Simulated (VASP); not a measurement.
Here is a VASP 6.6.1 calculation.

File POSCAR:

```
Nb
1.0
    0.0000000000      2.0350484469      2.0350484469
    2.0350484469      0.0000000000      2.0350484469
    2.0350484469      2.0350484469      0.0000000000
Nb
1
Direct
    0.0000000000      0.0000000000      0.0000000000
```

File INCAR.step1:

```
PREC = Accurate ; ENCUT = 550
ISMEAR = 1 ; SIGMA = 0.05
LREAL = False ; LASPH = True
NELM = 120 ; NBANDS = 12
GGA = PE ; ALGO = Normal
EDIFF = 1E-5 ; LWAVE = True
LCHARG = False ; GGA_COMPAT = False
```

Contents of INCAR.step2:

```
PREC = Accurate ; ENCUT = 550
EDIFF = 1E-6 ; ISMEAR = 1
SIGMA = 0.05 ; LREAL = False
LASPH = True ; NELM = 120
ALGO = Normal ; ISIF = 2
LWAVE = False ; LCHARG = True
METAGGA = R2SCAN ; LMIXTAU = True
LELF = True ; LVHAR = True
NBANDS = 12 ; ISTART = 1
GGA_COMPAT = False
```

Contents of KPOINTS:

```
regular mesh
0
Gamma
  7 7 7
```

Potentials or basis: VASP PAW PBE potentials, release 64 (Nb_sv).

Launch:

```console
$ cat potpaw_PBE.64/Nb_sv/POTCAR > POTCAR
$ cp INCAR.step1 INCAR
$ mpirun -np 1 vasp_std > vasp.out
$ cp INCAR.step2 INCAR
$ mpirun -np 1 vasp_std > vasp.out
```

**Question.** Predict the band gap on the k mesh.

**Answer.** Zero (an odd number of electrons rules out a gap without spin polarisation).

**Question.** Predict the pressure.

**Answer.** 19.8 GPa.

Caveat: the k points lie up to 0.38 Å⁻¹ apart, too coarse for converged energies and pressures of a metal; the PAW data sets were made with another functional, which shifts forces and pressure a little.
